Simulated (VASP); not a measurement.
# KCl (F-43m) in VASP: notebook

KCl is run at these levels: PBE, LDA; tasks: single point.

Program: VASP 6.6.1. These are calculated values, not measurements. Logs are shortened: lines on timing, memory, paths and dates and some standing lists are left out, and cuts for length are marked.

## Step 1: The cell of the first run

Symmetry: F-43m, No. 216, cubic system. The conventional cell has a = 7.015 Å, b = 7.015 Å, c = 7.015 Å, α = 90.00°, β = 90.00°, γ = 90.00°. K (site symmetry -43m) has 4 Cl at 3.04 Å within 4.0 Å. Cl (site symmetry -43m) has 4 K at 3.04 Å within 4.0 Å.

## Step 2: Single point, PBE

Input file INCAR:

```
ALGO = Normal
EDIFF = 1E-7
ENCUT = 520
GGA = PE
ISIF = 2
ISMEAR = 0
LASPH = True
LCHARG = False
LREAL = False
LWAVE = False
NBANDS = 15
NELM = 80
PREC = Accurate
SIGMA = 0.01
```

Input file KPOINTS:

```
k-points
0
Gamma
  4 4 4
```

Input file POSCAR:

```
KCl
1.0
    0.0000000000      3.5072828430      3.5072828430
    3.5072828430      0.0000000000      3.5072828430
    3.5072828430      3.5072828430      0.0000000000
K Cl
1 1
Direct
    0.0000000000      0.0000000000      0.0000000000
    0.2500000000      0.2500000000      0.2500000000
```

Potentials or basis: VASP PAW PBE potentials, release 64 (K_sv, Cl).

Run with:

```
> cat potpaw_PBE.64/K_sv/POTCAR potpaw_PBE.64/Cl/POTCAR > POTCAR
> mpirun -np 1 vasp_std > vasp.out
```

OUTCAR:

```text
EDIFF = 1E-7
   ENCUT = 520
   GGA = PE
   ISIF = 2
   ISMEAR = 0
   LASPH = True
   LREAL = False
   NELM = 80
   PREC = Accurate

 ion  position               nearest neighbor table
   1  0.000  0.000  0.000-   2 3.04   2 3.04   2 3.04   2 3.04
   2  0.250  0.250  0.250-   1 3.04   1 3.04   1 3.04   1 3.04

  LATTYP: Found a face centered cubic cell.
 ALAT       =     7.0145656860

  Lattice vectors:

 A1 = (   0.0000000000,   3.5072828430,   3.5072828430)
 A2 = (   3.5072828430,   0.0000000000,   3.5072828430)
 A3 = (   3.5072828430,   3.5072828430,   0.0000000000)

Analysis of symmetry for initial positions (statically):
=====================================================================
 Subroutine PRICEL returns:
 Original cell was already a primitive cell.

 Routine SETGRP: Setting up the symmetry group for a
 face centered cubic supercell.

 Subroutine GETGRP returns: Found 24 space group operations
 (whereof 24 operations were pure point group operations)
 out of a pool of 48 trial point group operations.

The static configuration has the point symmetry T_d .

Analysis of symmetry for dynamics (positions and initial velocities):
=====================================================================
 Subroutine PRICEL returns:
 Original cell was already a primitive cell.

 Routine SETGRP: Setting up the symmetry group for a
 face centered cubic supercell.

 Subroutine GETGRP returns: Found 24 space group operations
 (whereof 24 operations were pure point group operations)
 out of a pool of 48 trial point group operations.

The dynamic configuration has the point symmetry T_d .

 Subroutine INISYM returns: Found 24 space group operations
 (whereof 24 operations are pure point group operations),
 and found     1 'primitive' translations

----------------------------------------------------------------------------------------

                                     Primitive cell

  volume of cell :      86.2864

  direct lattice vectors                    reciprocal lattice vectors
     0.000000000  3.507282843  3.507282843    -0.142560501  0.142560501  0.142560501
     3.507282843  0.000000000  3.507282843     0.142560501 -0.142560501  0.142560501
     3.507282843  3.507282843  0.000000000     0.142560501  0.142560501 -0.142560501

  length of vectors
     4.960046964  4.960046964  4.960046964     0.246922031  0.246922031  0.246922031
[... 72 lines left out ...]
   POTIM  = 0.5000    time-step for ionic-motion
   TEBEG  =    0.0;   TEEND  =   0.0 temperature during run
   PSTRESS=    0.0 pullay stress
   NELECT =      16.0000    total number of electrons
   NUPDOWN=      -1.0000    fix difference up-down
   EMIN   =  10.00;   EMAX   =-10.00  energy-range for DOS
   EFERMI =   0.00;   METHOD = LEGACY
   ISMEAR =     0;   SIGMA  =   0.01  broadening in eV -4-tet -1-fermi 0-gaus
   EFERMI_NEDOS =   21; number of points for ismear=-14 and -15
   IALGO  =     38    algorithm
   IMIX   =      4    mixing-type and parameters
     AMIX     =   0.40;   BMIX     =  1.00
     AMIX_MAG =   1.60;   BMIX_MAG =  1.00
  volume/ion in A,a.u.               =      43.14       291.14
  Fermi-wavevector in a.u.,A,eV,Ry     =   0.933542  1.764139 11.857496  0.871501
  Thomas-Fermi vector in A             =   2.060255
   LORBIT       =      0    0 simple, 1 ext, 2 COOP (PROOUT), +10 PAW based schemes
   GGA     = PE    functional components
   LHFCALC =     F    Hartree Fock is set to
   AEXX    =    0.0000 exact exchange contribution
   IVDW    =     0    specifies the selected vdW correction
   LEPSILON=     F    determine dielectric tensor
   LRPA    =     F    only Hartree local field effects (RPA)
 non-spin polarized calculation
 Gauss-broadening in eV      SIGMA  =   0.01
  energy-cutoff  :      520.00
  volume of cell :       86.29
 maximum number of plane-waves:      2346
 NGX is ok and might be reduce to    40
   NGX = 19   NGY = 19   NGZ = 19

 number of electron      16.0000000 magnetization

 Free energy of the ion-electron system (eV)
  ---------------------------------------------------
  ext. energy  EPLUGINS =         0.00000000
  ---------------------------------------------------
  free energy    TOTEN  =        -6.61858064 eV

  energy without entropy =       -6.61858064  energy(sigma->0) =       -6.61858064

 E-fermi :  -3.1369     XC(G=0):  -6.1181

 val. band max:       -3.2097435723   @ k =   0.5000   0.5000   0.0000
 cond. band min:       1.5648071832   @ k =   0.0000   0.0000   0.0000
 fundamental gap:      4.7745507554
 Fermi energy:        -3.1369147260

 k-point     1 :       0.0000    0.0000    0.0000
  band No.  band energies     occupation
      1     -30.4541      2.00000
      2     -14.9549      2.00000
      3     -13.9501      2.00000
      4     -13.9501      2.00000
      5     -13.9501      2.00000
      6      -3.2480      2.00000
      7      -3.2480      2.00000
      8      -3.2480      2.00000
      9       1.5648      0.00000
     10       6.1580      0.00000
     11       6.1580      0.00000
     12       7.1534      0.00000
     13       7.1534      0.00000
     14       7.1534      0.00000
[... 113 lines left out ...]
      2     -15.1845      2.00000
      3     -13.9866      2.00000
      4     -13.9759      2.00000
      5     -13.6610      2.00000
      6      -3.4445      2.00000
      7      -3.3839      2.00000
      8      -3.2146      2.00000
      9       3.6719      0.00000
     10       4.4708      0.00000
     11       6.5494      0.00000
     12       6.6034      0.00000
     13       6.8273      0.00000
     14       7.2379      0.00000
     15       7.9293      0.00000

------------------------ aborting loop because EDIFF is reached ----------------------------------------

  FORCE on cell =-STRESS in cart. coord.  units (eV):
  Direction    XX          YY          ZZ          XY          YZ          ZX
  --------------------------------------------------------------------------------------
  -------------------------------------------------------------------------------------
  Total        0.1578006      0.1578006      0.1578006     -0.0000000      0.0000000     -0.0000000
  in kB        2.9300624      2.9300624      2.9300624     -0.0000000      0.0000000     -0.0000000
  external PRESSURE =       2.9300624 kB  Pullay stress =       0.0000000 kB

 VOLUME and BASIS-vectors are now :
 -----------------------------------------------------------------------------
  energy-cutoff  :      520.00
  volume of cell :       86.29
      direct lattice vectors                 reciprocal lattice vectors
     0.000000000  3.507282843  3.507282843    -0.142560501  0.142560501  0.142560501
     3.507282843  0.000000000  3.507282843     0.142560501 -0.142560501  0.142560501
     3.507282843  3.507282843  0.000000000     0.142560501  0.142560501 -0.142560501

 POSITION                                       TOTAL-FORCE (eV/Angst)
 -----------------------------------------------------------------------------------
      0.00000      0.00000      0.00000         0.000000      0.000000      0.000000
      1.75364      1.75364      1.75364        -0.000000     -0.000000     -0.000000
 -----------------------------------------------------------------------------------
    total drift:                               -0.000000     -0.000000     -0.000000

  FREE ENERGIE OF THE ION-ELECTRON SYSTEM (eV)
  ---------------------------------------------------
  free  energy   TOTEN  =        -6.6185806373 eV

  energy  without entropy=       -6.6185806373  energy(sigma->0) =       -6.61858064
```

stdout:

```text
POSCAR found type information on POSCAR K Cl
 POSCAR found :  2 types and       2 ions
 scaLAPACK will be used
 LDA part: xc-table for (Slater+PW92), standard interpolation
 POSCAR, INCAR and KPOINTS ok, starting setup
 FFT: planning ... GRIDC
 FFT: planning ... GRID_SOFT
 FFT: planning ... GRID
 WAVECAR not read
 entering main loop
```

Run time: 22 s. Hardware: 1 thread of Intel Xeon Platinum 8488C (Sapphire Rapids), shared host; peak memory 0.23 GiB.

What came out:

```
Free energy            : -6.6186 eV
Pressure               : 0.3 GPa
Band gap on the k mesh : 4.77 eV (least direct gap 4.81 eV)
```

Levels at points of the mesh, in eV from the valence-band top:
```
           k point  band 6  band 7  band 8  band 9  band 10  band 11
(0.00, 0.00, 0.00)   -0.04   -0.04   -0.04    4.77     9.37     9.37
(0.50, 0.00, 0.00)   -0.34   -0.01   -0.01    7.28     7.41     8.95
(0.50, 0.50, 0.00)   -0.40    0.00    0.00    6.68     7.69     9.87
```

## Step 3: Single point, PBE

Input file INCAR:

```
SYSTEM = KCl
PREC = Accurate
ENCUT = 520
EDIFF = 1E-7
ISMEAR = 0
SIGMA = 0.01
LREAL = .False.
LASPH = .True.
NELM = 100
ALGO = Normal
ISIF = 2
LWAVE = .False.
LCHARG = .False.
GGA = PE
NBANDS = 15
```

Input file KPOINTS:

```
regular mesh
0
Gamma
  4 4 4
  0 0 0
```

POSCAR is that of step 2.

Potentials or basis: VASP PAW PBE potentials, release 64 (K_sv, Cl).

Run with:

```
> cat potpaw_PBE.64/K_sv/POTCAR potpaw_PBE.64/Cl/POTCAR > POTCAR
> mpirun -np 1 vasp_std > vasp.out
```

OUTCAR:

```text
SYSTEM = KCl
   PREC = Accurate
   ENCUT = 520
   EDIFF = 1E-7
   ISMEAR = 0
   LREAL = .False.
   LASPH = .True.
   NELM = 100
   ISIF = 2
   GGA = PE

 ion  position               nearest neighbor table
   1  0.000  0.000  0.000-   2 3.04   2 3.04   2 3.04   2 3.04
   2  0.250  0.250  0.250-   1 3.04   1 3.04   1 3.04   1 3.04

  LATTYP: Found a face centered cubic cell.
 ALAT       =     7.0145656860

  Lattice vectors:

 A1 = (   0.0000000000,   3.5072828430,   3.5072828430)
 A2 = (   3.5072828430,   0.0000000000,   3.5072828430)
 A3 = (   3.5072828430,   3.5072828430,   0.0000000000)

Analysis of symmetry for initial positions (statically):
=====================================================================
 Subroutine PRICEL returns:
 Original cell was already a primitive cell.

 Routine SETGRP: Setting up the symmetry group for a
 face centered cubic supercell.

 Subroutine GETGRP returns: Found 24 space group operations
 (whereof 24 operations were pure point group operations)
 out of a pool of 48 trial point group operations.

The static configuration has the point symmetry T_d .

[... 156 lines left out ...]
      4     -13.9501      2.00000
      5     -13.9501      2.00000
      6      -3.2480      2.00000
      7      -3.2480      2.00000
      8      -3.2480      2.00000
      9       1.5648      0.00000
     10       6.1580      0.00000
     11       6.1580      0.00000
     12       7.1534      0.00000
     13       7.1534      0.00000
     14       7.1534      0.00000
[... 113 lines left out ...]
      2     -15.1845      2.00000
      3     -13.9866      2.00000
      4     -13.9759      2.00000
      5     -13.6610      2.00000
      6      -3.4445      2.00000
      7      -3.3839      2.00000
      8      -3.2146      2.00000
      9       3.6719      0.00000
     10       4.4708      0.00000
     11       6.5494      0.00000
     12       6.6034      0.00000
     13       6.8273      0.00000
     14       7.2379      0.00000
     15       7.9293      0.00000

------------------------ aborting loop because EDIFF is reached ----------------------------------------

  FORCE on cell =-STRESS in cart. coord.  units (eV):
  Direction    XX          YY          ZZ          XY          YZ          ZX
  --------------------------------------------------------------------------------------
  -------------------------------------------------------------------------------------
  Total        0.1578006      0.1578006      0.1578006     -0.0000000      0.0000000     -0.0000000
  in kB        2.9300624      2.9300624      2.9300624     -0.0000000      0.0000000     -0.0000000
  external PRESSURE =       2.9300624 kB  Pullay stress =       0.0000000 kB

 VOLUME and BASIS-vectors are now :
 -----------------------------------------------------------------------------
  energy-cutoff  :      520.00
  volume of cell :       86.29
      direct lattice vectors                 reciprocal lattice vectors
     0.000000000  3.507282843  3.507282843    -0.142560501  0.142560501  0.142560501
     3.507282843  0.000000000  3.507282843     0.142560501 -0.142560501  0.142560501
     3.507282843  3.507282843  0.000000000     0.142560501  0.142560501 -0.142560501

 POSITION                                       TOTAL-FORCE (eV/Angst)
 -----------------------------------------------------------------------------------
      0.00000      0.00000      0.00000         0.000000      0.000000      0.000000
      1.75364      1.75364      1.75364        -0.000000     -0.000000     -0.000000
 -----------------------------------------------------------------------------------
    total drift:                               -0.000000     -0.000000     -0.000000

  FREE ENERGIE OF THE ION-ELECTRON SYSTEM (eV)
  ---------------------------------------------------
  free  energy   TOTEN  =        -6.6185806373 eV

  energy  without entropy=       -6.6185806373  energy(sigma->0) =       -6.61858064
```

OSZICAR:

```text
N       E                     dE             d eps       ncg     rms          rms(c)
DAV:   1     0.985065760021E+02    0.98507E+02   -0.67432E+03   240   0.916E+02
DAV:   2     0.132350873571E+01   -0.97183E+02   -0.89842E+02   311   0.217E+02
DAV:   3    -0.674218385587E+01   -0.80657E+01   -0.80306E+01   331   0.542E+01
DAV:   4    -0.709943605871E+01   -0.35725E+00   -0.35714E+00   391   0.102E+01
DAV:   5    -0.710223105923E+01   -0.27950E-02   -0.27949E-02   331   0.101E+00    0.348E+00
DAV:   6    -0.663222646310E+01    0.47000E+00   -0.70216E-01   310   0.376E+00    0.271E+00
DAV:   7    -0.659050781110E+01    0.41719E-01   -0.18840E-01   338   0.213E+00    0.164E+00
DAV:   8    -0.661366963169E+01   -0.23162E-01   -0.29103E-02   303   0.116E+00    0.308E-01
DAV:   9    -0.661588634167E+01   -0.22167E-02   -0.23423E-03   317   0.260E-01    0.164E-01
DAV:  10    -0.661852880131E+01   -0.26425E-02   -0.18382E-03   240   0.262E-01    0.322E-02
DAV:  11    -0.661856765976E+01   -0.38858E-04   -0.67044E-05   319   0.529E-02    0.769E-03
DAV:  12    -0.661858016489E+01   -0.12505E-04   -0.11256E-05   247   0.271E-02    0.732E-03
DAV:  13    -0.661858062766E+01   -0.46277E-06   -0.16778E-06   331   0.970E-03    0.207E-03
DAV:  14    -0.661858063732E+01   -0.96684E-08   -0.12828E-07   239   0.276E-03
   1 F= -.66185806E+01 E0= -.66185806E+01  d E =-.489603E-26
```

Run time: 20 s. Hardware: 1 thread of Intel Xeon Platinum 8488C (Sapphire Rapids), shared host; peak memory 0.23 GiB.

Results:

```yaml
Free_energy: -6.6186 eV
Pressure: 0.3 GPa
Band_gap_on_the_k_mesh: 4.77 eV (least direct gap 4.81 eV)
```

[end of part 1 of 2]
